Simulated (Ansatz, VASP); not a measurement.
InSe: VASP beside Ansatz

File INCAR:

```
SYSTEM = InSe
PREC = Accurate ; ENCUT = 520
EDIFF = 1E-7 ; ISMEAR = -1
SIGMA = 0.02 ; LREAL = .FALSE.
LASPH = .TRUE. ; NELM = 100
ALGO = Normal ; ISIF = 2
LWAVE = .FALSE. ; LCHARG = .TRUE.
GGA = PE ; LELF = .TRUE.
LVHAR = .TRUE. ; NBANDS = 27
```

The input KPOINTS:

```
Automatic mesh
0
G
  8 8 8
  0 0 0
```

POSCAR

```
InSe
1.0
    2.0578059996      1.1880748478      8.4106659677
   -2.0578059996      1.1880748478      8.4106659677
    0.0000000000     -2.3761496956      8.4106659677
In Se
2 2
Direct
    0.0001953658      0.0001953658      0.0001953658
    0.1111271604      0.1111271604      0.1111271604
    0.6186241189      0.6186241189      0.6186241189
    0.8260533548      0.8260533548      0.8260533548
```

Input for Ansatz:

```yaml
crystal:
  lattice:
    - [2.0578059996, 1.1880748478, 8.4106659677]
    - [-2.0578059996, 1.1880748478, 8.4106659677]
    - [0.0, -2.3761496956, 8.4106659677]
  atoms:
    - { symbol: In, position: [0.0001953658, 0.0001953658, 0.0001953658] }
    - { symbol: In, position: [0.1111271604, 0.1111271604, 0.1111271604] }
    - { symbol: Se, position: [0.6186241189, 0.6186241189, 0.6186241189] }
    - { symbol: Se, position: [0.8260533548, 0.8260533548, 0.8260533548] }
kpoints:
  mp_grid: { grid: [8, 8, 8] }
  band_path:
    path:
      - [0.0, 0.0, 0.0]
      - [-0.5, -0.5, -0.5]
      - [-0.5, -0.1793653847, -0.8206346153]
      - [-0.1793653847, 0.1793653847, -0.5]
      - [0.0, 0.0, -0.5]
      - [0.0, 0.3396826923, -0.3396826923]
      - [-0.3396826923, 0.0, -0.6603173077]
      - [-0.5, 0.0, -0.5]
    npoints: 1
hamiltonian:
  xc: pbe
scf:
  occupations: { method: fermi_dirac, width: 0.02 }
  n_extra_bands: 5
output:
  forces: true
  stress: true
  eigenvalues: true
```

Change from the starting cell: biaxial_xy strain +2.4%.

Alike in both runs: task single point; functional PBE; k mesh 8 × 8 × 8; occupations fermi-dirac, width 0.02 eV; no spin polarisation.

|  | VASP | Ansatz |
| --- | --- | --- |
| version | VASP 6.6.1 | Ansatz 0.2.0 |
| potentials or method | VASP PAW PBE potentials, release 64 (In_d, Se) | plane waves, PAW |
| plane-wave cutoff (eV) | 520 | 420 |
| valence electrons in the cell | 38 | 58 |

Ansatz gave:

| Quantity | Value |
| --- | --- |
| pressure (GPa) | 0.9 |
| traceless stress, the component that is largest in VASP (GPa) | 0.81 |
| rms of the force components (eV/Å) | 0.080 |

Estimate VASP's values.

pressure (GPa): 0.9; traceless stress, the component that is largest in VASP (GPa): 0.80; rms of the force components (eV/Å): 0.088.

Atom by atom the forces differ by 0.008 eV/Å (rms over components). VASP's potentials hold 38 valence electrons a cell and Ansatz's 58, so a difference there can come from the potentials and not from the codes.
